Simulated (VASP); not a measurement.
# Ni (Im-3m) in VASP: further runs

Ni is run at these levels: PBEsol; tasks: single point.

All numbers are computed with VASP 6.6.1; they aren't measurements. Logs are shortened: lines on timing, memory, paths and dates and some standing lists are left out, and cuts for length are marked.

## 1. The cell of the first run

Symmetry: Im-3m, No. 229, cubic system. The conventional cell has a = 2.767 Å, b = 2.767 Å, c = 2.767 Å, α = 90.00°, β = 90.00°, γ = 90.00°. Within 3.2 Å of Ni (site symmetry m-3m) lie 14 Ni at 2.40 to 2.77 Å.

## 2. Single point, PBEsol, collinear spin, ferromagnetic start

The input, INCAR:

```
SYSTEM = Ni
PREC = Accurate
ENCUT = 520
EDIFF = 1E-6
ISMEAR = -1
SIGMA = 0.05
LREAL = .FALSE.
LASPH = .TRUE.
NELM = 150
ALGO = Normal
ISIF = 2
LWAVE = .FALSE.
LCHARG = .TRUE.
ISPIN = 2
MAGMOM = 0.2
LORBIT = 11
NUPDOWN = 0.2
LMAXMIX = 4
GGA = PS
LELF = .TRUE.
LVHAR = .TRUE.
NBANDS = 15
```

The input, KPOINTS:

```
regular mesh
0
G
  11 11 11
  0 0 0
```

The input, POSCAR:

```
Ni
1.0
   -1.3837154700      1.3837154700      1.3837154700
    1.3837154700     -1.3837154700      1.3837154700
    1.3837154700      1.3837154700     -1.3837154700
Ni
1
Direct
    0.0000000000      0.0000000000      0.0000000000
```

Potentials or basis: VASP PAW PBE potentials, release 64 (Ni).

Started as:

```
cat potpaw_PBE.64/Ni/POTCAR > POTCAR
mpirun -np 1 vasp_std > vasp.out
```

OUTCAR:

```text
SYSTEM = Ni
   PREC = Accurate
   ENCUT = 520
   EDIFF = 1E-6
   ISMEAR = -1
   LREAL = .FALSE.
   LASPH = .TRUE.
   NELM = 150
   ISIF = 2
   ISPIN = 2
   LORBIT = 11
   NUPDOWN = 0.2
   GGA = PS

 ion  position               nearest neighbor table
   1  0.000  0.000  0.000-

  LATTYP: Found a body centered cubic cell.
 ALAT       =     2.7674309400

  Lattice vectors:

 A1 = (  -1.3837154700,   1.3837154700,   1.3837154700)
 A2 = (   1.3837154700,  -1.3837154700,   1.3837154700)
 A3 = (   1.3837154700,   1.3837154700,  -1.3837154700)

Analysis of symmetry for initial positions (statically):
=====================================================================
 Subroutine PRICEL returns:
 Original cell was already a primitive cell.

 Routine SETGRP: Setting up the symmetry group for a
 body centered cubic supercell.

 Subroutine GETGRP returns: Found 48 space group operations
 (whereof 48 operations were pure point group operations)
 out of a pool of 48 trial point group operations.

The static configuration has the point symmetry O_h .

Analysis of symmetry for dynamics (positions and initial velocities):
=====================================================================
 Subroutine PRICEL returns:
 Original cell was already a primitive cell.

 Routine SETGRP: Setting up the symmetry group for a
 body centered cubic supercell.

 Subroutine GETGRP returns: Found 48 space group operations
 (whereof 48 operations were pure point group operations)
 out of a pool of 48 trial point group operations.

The dynamic configuration has the point symmetry O_h .

Analysis of structural, dynamic, and magnetic symmetry:
=====================================================================
 Subroutine PRICEL returns:
 Original cell was already a primitive cell.

 Routine SETGRP: Setting up the symmetry group for a
 body centered cubic supercell.

 Subroutine GETGRP returns: Found 48 space group operations
 (whereof 48 operations were pure point group operations)
 out of a pool of 48 trial point group operations.

The overall configuration has the point symmetry O_h .

 Subroutine INISYM returns: Found 48 space group operations
 (whereof 48 operations are pure point group operations),
 and found     1 'primitive' translations

----------------------------------------------------------------------------------------

                                     Primitive cell

  volume of cell :      10.5974

  direct lattice vectors                    reciprocal lattice vectors
    -1.383715470  1.383715470  1.383715470     0.000000000  0.361345964  0.361345964
     1.383715470 -1.383715470  1.383715470     0.361345964  0.000000000  0.361345964
     1.383715470  1.383715470 -1.383715470     0.361345964  0.361345964  0.000000000

  length of vectors
     2.396665497  2.396665497  2.396665497     0.511020363  0.511020363  0.511020363

  position of ions in fractional coordinates (direct lattice)
     0.000000000  0.000000000  0.000000000

  ion indices of the primitive-cell ions
   primitive index   ion index
                 1           1

----------------------------------------------------------------------------------------

 KPOINTS: regular mesh

Automatic generation of k-mesh.
 Grid dimensions read from file:
 generate k-points for:   11   11   11

 Generating k-lattice:

  Cartesian coordinates                     Fractional coordinates (reciprocal lattice)
     0.000000000  0.032849633  0.032849633     0.090909091  0.000000000  0.000000000
     0.032849633  0.000000000  0.032849633     0.000000000  0.090909091  0.000000000
     0.032849633  0.032849633  0.000000000     0.000000000  0.000000000  0.090909091

  Length of vectors
     0.046456397  0.046456397  0.046456397

  Shift w.r.t. Gamma in fractional coordinates (k-lattice)
     0.000000000  0.000000000  0.000000000

 Subroutine IBZKPT returns following result:
 ===========================================

 Found     56 irreducible k-points:

 Following reciprocal coordinates:
            Coordinates               Weight
  0.000000  0.000000  0.000000      1.000000
  0.090909  0.000000  0.000000     12.000000
  0.181818  0.000000  0.000000     12.000000
  0.272727  0.000000  0.000000     12.000000
  0.363636  0.000000  0.000000     12.000000
  0.454545  0.000000  0.000000     12.000000
[... 16 lines left out ...]
  0.272727  0.181818  0.090909     48.000000
  0.363636  0.181818  0.090909     24.000000
 [... further k-points ...]
   k-points           NKPTS =     56   k-points in BZ     NKDIM =     56   number of bands    NBANDS=     15
   number of dos      NEDOS =    301   number of ions     NIONS =      1
   total plane-waves  NPLWV =   5832
   dimension x,y,z NGX =    18 NGY =   18 NGZ =   18
   dimension x,y,z NGXF=    36 NGYF=   36 NGZF=   36
   ions per type =               1
   NGX,Y,Z   is equivalent  to a cutoff of  12.49, 12.49, 12.49 a.u.
   NGXF,Y,Z  is equivalent  to a cutoff of  24.97, 24.97, 24.97 a.u.
 SYSTEM =  Ni
   PREC   = accura    normal or accurate (medium, high low for compatibility)
   ISTART =      0    job   : 0-new  1-cont  2-samecut
   ICHARG =      2    charge: 1-file 2-atom 10-const
   ISPIN  =      2    spin polarized calculation?
   LNONCOLLINEAR =      F non collinear calculations
   LSORBIT =      F    spin-orbit coupling
   LASPH  =      T    aspherical Exc in radial PAW
   ENCUT  =  520.0 eV  38.22 Ry    6.18 a.u.   4.46  4.46  4.46*2*pi/ulx,y,z
   NELM   =    150;   NELMIN=  2; NELMDL= -5     # of ELM steps
   EDIFF  = 0.1E-05   stopping-criterion for ELM
   LREAL  =      F    real-space projection
   EDIFFG = 0.1E-04   stopping-criterion for IOM
   NSW    =      0    number of steps for IOM
   IBRION =     -1    ionic relax: 0-MD 1-quasi-New 2-CG
   NFREE  =      0    steps in history (QN), initial steepest desc. (CG)
   ISIF   =      2    stress and relaxation
   ISYM   =      2    0-nonsym 1-usesym 2-fastsym
   POTIM  = 0.5000    time-step for ionic-motion
   TEBEG  =    0.0;   TEEND  =   0.0 temperature during run
   PSTRESS=    0.0 pullay stress
   NELECT =      10.0000    total number of electrons
   NUPDOWN=       0.2000    fix difference up-down
   EMIN   =  10.00;   EMAX   =-10.00  energy-range for DOS
   EFERMI =   0.00;   METHOD = LEGACY
   ISMEAR =    -1;   SIGMA  =   0.05  broadening in eV -4-tet -1-fermi 0-gaus
   EFERMI_NEDOS =   21; number of points for ismear=-14 and -15
   IALGO  =     38    algorithm
   IMIX   =      4    mixing-type and parameters
     AMIX     =   0.40;   BMIX     =  1.00
     AMIX_MAG =   1.60;   BMIX_MAG =  1.00
  volume/ion in A,a.u.               =      10.60        71.51
  Fermi-wavevector in a.u.,A,eV,Ry     =   1.605738  3.034405 35.081190  2.578395
  Thomas-Fermi vector in A             =   2.702037
   LORBIT       =     11    0 simple, 1 ext, 2 COOP (PROOUT), +10 PAW based schemes
   GGA     = PS    functional components
   LHFCALC =     F    Hartree Fock is set to
   AEXX    =    0.0000 exact exchange contribution
   IVDW    =     0    specifies the selected vdW correction
   LEPSILON=     F    determine dielectric tensor
   LRPA    =     F    only Hartree local field effects (RPA)
 spin polarized calculation
  energy-cutoff  :      520.00
  volume of cell :       10.60
 maximum number of plane-waves:       321
 NGX is ok and might be reduce to    18
   NGX =  9   NGY =  9   NGZ =  9

 number of electron      10.0000004 magnetization       0.2000000

 Free energy of the ion-electron system (eV)
  ---------------------------------------------------
  ext. energy  EPLUGINS =         0.00000000
  ---------------------------------------------------
  free energy    TOTEN  =        -6.02594462 eV

  energy without entropy =       -6.00828276  energy(sigma->0) =       -6.01711369

 E-fermi :   9.3859     XC(G=0): -13.5886

 val. band max:        9.3500366655   @ k =   0.4545   0.0909   0.0000
 cond. band min:       9.3404419791   @ k =  -0.4545  -0.4545   0.2727
 fundamental gap:     -0.0095946864
 Fermi energy:         9.3166468960

 spin component 1

 k-point     1 :       0.0000    0.0000    0.0000
  band No.  band energies     occupation
      1       0.3202      1.00000
      2       7.2635      1.00000
      3       7.2635      1.00000
      4       7.2635      1.00000
      5       8.7087      0.99999
      6       8.7087      0.99999
      7      36.1211      0.00000
      8      36.1211      0.00000
      9      36.1211      0.00000
     10      41.1982      0.00000
     11      41.1982      0.00000
     12      42.4757      0.00000
     13      42.4757      0.00000
     14      42.4757      0.00000
     15      43.1073      0.00000
[... 397 lines left out ...]
 k-point    24 :       0.3636    0.1818    0.0909
  band No.  band energies     occupation
      1       5.6318      1.00000
      2       6.2207      1.00000
      3       7.1568      1.00000
      4       8.7683      0.99998
      5       8.8993      0.99976
      6      13.6441      0.00000
      7      16.6115      0.00000
      8      21.8018      0.00000
      9      25.0881      0.00000
     10      40.6827      0.00000
     11      45.6751      0.00000
     12      46.0187      0.00000
     13      51.8041      0.00000
     14      52.4887      0.00000
     15      55.4329      0.00000

 [... further k-points ...]

 spin component 2

 k-point     1 :       0.0000    0.0000    0.0000
  band No.  band energies     occupation
      1       0.3194      1.00000
      2       7.5128      1.00000
      3       7.5128      1.00000
      4       7.5128      1.00000
      5       8.8718      0.99997
      6       8.8718      0.99997
      7      36.0923      0.00000
      8      36.0923      0.00000
      9      36.0923      0.00000
     10      41.1765      0.00000
     11      41.1765      0.00000
     12      42.5353      0.00000
     13      42.5353      0.00000
     14      42.5353      0.00000
     15      43.1700      0.00000
[... 397 lines left out ...]
 k-point    24 :       0.3636    0.1818    0.0909
  band No.  band energies     occupation
      1       5.7911      1.00000
      2       6.4281      1.00000
      3       7.3150      1.00000
      4       8.9545      0.99982
      5       9.0742      0.99804
      6      13.7559      0.00000
      7      16.7197      0.00000
      8      21.8535      0.00000
      9      25.1278      0.00000
     10      40.6807      0.00000
     11      45.6687      0.00000
     12      46.0450      0.00000
     13      51.8739      0.00000
     14      52.4722      0.00000
     15      55.8040      0.00000

 [... further k-points ...]
[... 5 lines left out ...]
  --------------------------------------------------------------------------------------
  -------------------------------------------------------------------------------------
  Total       -0.2718729     -0.2718729     -0.2718729     -0.0000000     -0.0000000      0.0000000
  in kB      -41.1032475    -41.1032475    -41.1032475     -0.0000000     -0.0000000      0.0000000
  external PRESSURE =     -41.1032475 kB  Pullay stress =       0.0000000 kB

 VOLUME and BASIS-vectors are now :
 -----------------------------------------------------------------------------
  energy-cutoff  :      520.00
  volume of cell :       10.60
      direct lattice vectors                 reciprocal lattice vectors
    -1.383715470  1.383715470  1.383715470     0.000000000  0.361345964  0.361345964
     1.383715470 -1.383715470  1.383715470     0.361345964  0.000000000  0.361345964
     1.383715470  1.383715470 -1.383715470     0.361345964  0.361345964  0.000000000

 POSITION                                       TOTAL-FORCE (eV/Angst)
 -----------------------------------------------------------------------------------
      0.00000      0.00000      0.00000         0.000000      0.000000      0.000000
 -----------------------------------------------------------------------------------
    total drift:                                0.000000      0.000000      0.000000

  FREE ENERGIE OF THE ION-ELECTRON SYSTEM (eV)
  ---------------------------------------------------
  free  energy   TOTEN  =        -6.0259446194 eV

  energy  without entropy=       -6.0082827602  energy(sigma->0) =       -6.01711369

 total charge

# of ion       s       p       d       tot
------------------------------------------
    1        0.503   0.518   8.344   9.365

 magnetization (x)

# of ion       s       p       d       tot
------------------------------------------
    1       -0.002  -0.007   0.211   0.202
```

Wall time 18 s (1 thread of Intel Xeon 6975P-C, shared host); peak memory 0.13 GiB.

What came out:

* Free energy: -6.0259 eV
* Pressure: -4.1 GPa
* Net moment: 0.20 μB per cell
* Site moments: Ni +0.20 μB
* Valence electrons inside the program's atomic spheres: Ni 9.37

Caveat: the PAW data sets were made with another functional, which shifts forces and pressure a little; the total moment is fixed, so each spin has its own Fermi level.

## 3. Single point, PBEsol, collinear spin, ferromagnetic start

The input, INCAR:

```
SYSTEM = Ni
ALGO = Normal ; EDIFF = 1E-7
ENCUT = 520 ; GGA = PS
ISIF = 2 ; ISMEAR = -1
ISPIN = 2 ; LASPH = .True.
LCHARG = .False. ; LMAXMIX = 4
LORBIT = 11 ; LREAL = .False.
LWAVE = .False. ; MAGMOM = 0.5
NBANDS = 15 ; NELM = 150
NUPDOWN = 0.5 ; PREC = Accurate
SIGMA = 0.05
```

The input, KPOINTS:

```
k-points
0
Gamma
  11 11 11
  0 0 0
```

POSCAR is that of step 2.

Potentials or basis: VASP PAW PBE potentials, release 64 (Ni).

Started as:

```
cat potpaw_PBE.64/Ni/POTCAR > POTCAR
mpirun -np 1 vasp_std > vasp.out
```

It took 20 s on 1 thread of Intel Xeon 6975P-C, shared host; peak memory 0.13 GiB.

It converged, with:

| Property | Result |
| --- | --- |
| Free energy | -6.0381 eV |
| Pressure | -3.0 GPa |
| Net moment | 0.50 μB per cell |
| Site moments | Ni +0.50 μB |
| Valence electrons inside the program's atomic spheres | Ni 9.37 |

Caveat: the PAW data sets were made with another functional, which shifts forces and pressure a little; the total moment is fixed, so each spin has its own Fermi level.

## 4. Single point, PBEsol, collinear spin, ferromagnetic start

The input, INCAR:

```
SYSTEM = Ni
ALGO = Normal
EDIFF = 1E-7
ENCUT = 520
GGA = PS
ISIF = 2
ISMEAR = -1
ISPIN = 2
LASPH = .True.
LCHARG = .False.
LMAXMIX = 4
LORBIT = 11
LREAL = .False.
LWAVE = .False.
MAGMOM = 0.8
NBANDS = 15
NELM = 150
NUPDOWN = 0.8
PREC = Accurate
SIGMA = 0.05
```

KPOINTS is that of step 3.

POSCAR is that of step 3.

Potentials or basis: VASP PAW PBE potentials, release 64 (Ni).

Started as:

```
cat potpaw_PBE.64/Ni/POTCAR > POTCAR
mpirun -np 1 vasp_std > vasp.out
```

OUTCAR:

```text
SYSTEM = Ni
   EDIFF = 1E-7
   ENCUT = 520
   GGA = PS
   ISIF = 2
   ISMEAR = -1
   ISPIN = 2
   LASPH = .True.
   LORBIT = 11
   LREAL = .False.
   NELM = 150
   NUPDOWN = 0.8
   PREC = Accurate

 ion  position               nearest neighbor table
   1  0.000  0.000  0.000-

  LATTYP: Found a body centered cubic cell.
 ALAT       =     2.7674309400

  Lattice vectors:
[... 1065 lines left out ...]
     14      52.4971      0.00000
     15      56.1766      0.00000

 [... further k-points ...]
[... 5 lines left out ...]
  --------------------------------------------------------------------------------------
  -------------------------------------------------------------------------------------
  Total       -0.0250022     -0.0250022     -0.0250022     -0.0000000      0.0000000     -0.0000000
  in kB       -3.7799723     -3.7799723     -3.7799723     -0.0000000      0.0000000     -0.0000000
  external PRESSURE =      -3.7799723 kB  Pullay stress =       0.0000000 kB

 VOLUME and BASIS-vectors are now :
 -----------------------------------------------------------------------------
  energy-cutoff  :      520.00
  volume of cell :       10.60
      direct lattice vectors                 reciprocal lattice vectors
    -1.383715470  1.383715470  1.383715470     0.000000000  0.361345964  0.361345964
     1.383715470 -1.383715470  1.383715470     0.361345964  0.000000000  0.361345964
     1.383715470  1.383715470 -1.383715470     0.361345964  0.361345964  0.000000000

 POSITION                                       TOTAL-FORCE (eV/Angst)
 -----------------------------------------------------------------------------------
      0.00000      0.00000      0.00000        -0.000000      0.000000     -0.000000
 -----------------------------------------------------------------------------------
    total drift:                                0.000000      0.000000      0.000000

  FREE ENERGIE OF THE ION-ELECTRON SYSTEM (eV)
  ---------------------------------------------------
  free  energy   TOTEN  =        -5.9927592504 eV

  energy  without entropy=       -5.9745787278  energy(sigma->0) =       -5.98366899

 total charge

# of ion       s       p       d       tot
------------------------------------------
    1        0.512   0.530   8.317   9.360

 magnetization (x)

# of ion       s       p       d       tot
------------------------------------------
    1        0.005  -0.002   0.794   0.797
```

It took 24 s on 1 thread of Intel Xeon 6975P-C, shared host; peak memory 0.13 GiB.

Results:

- Free energy: -5.9928 eV
- Pressure: -0.4 GPa
- Net moment: 0.80 μB per cell
- Site moments: Ni +0.80 μB
- Valence electrons inside the program's atomic spheres: Ni 9.36

Caveat: the PAW data sets were made with another functional, which shifts forces and pressure a little; the total moment is fixed, so each spin has its own Fermi level.

[end of part 1 of 2]
